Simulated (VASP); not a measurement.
Here is a VASP 6.6.1 calculation.

File INCAR:

```
  PREC = Accurate
  ENCUT = 520
  EDIFF = 1E-6
  ISMEAR = 0
  SIGMA = 0.1
  LREAL = F
  LASPH = T
  NELM = 60
  ALGO = Normal
  ISIF = 2
  LWAVE = F
  LCHARG = F
  GGA = PE
  NBANDS = 28
```

The input KPOINTS:

```
regular mesh
0
Gamma
  8 8 10
```

POSCAR

```
Nb2Si2O
1.0
    3.0557379960     -3.1594873372      0.0000000000
    3.0557379960      3.1594873372      0.0000000000
    0.0000000000      0.0000000000      3.6483209323
Nb Si O
2 2 1
Direct
    0.0000000000      0.5000000000      0.0000000000
    0.5000000000      0.0000000000      0.0000000000
    0.0000000000      0.0000000000      0.5000000000
    0.5000000000      0.5000000000      0.5000000000
    0.5000000000      0.5000000000      0.0000000000
```

Potentials or basis: VASP PAW PBE potentials, release 64 (Nb_sv, Si, O).

Launch:

```bash
$ cat potpaw_PBE.64/Nb_sv/POTCAR potpaw_PBE.64/Si/POTCAR potpaw_PBE.64/O/POTCAR > POTCAR
$ mpirun -np 1 vasp_std > vasp.out
```

Q: Estimate the band gap on the k mesh.

A: Zero (bands 20 and 21 overlap by 1.07 eV).

Q: Predict the pressure.

A: -0.2 GPa.

Stress tensor (GPa, compression positive):
```
-0.24  0.00  0.00
 0.00 -0.26  0.00
 0.00  0.00  0.03
```
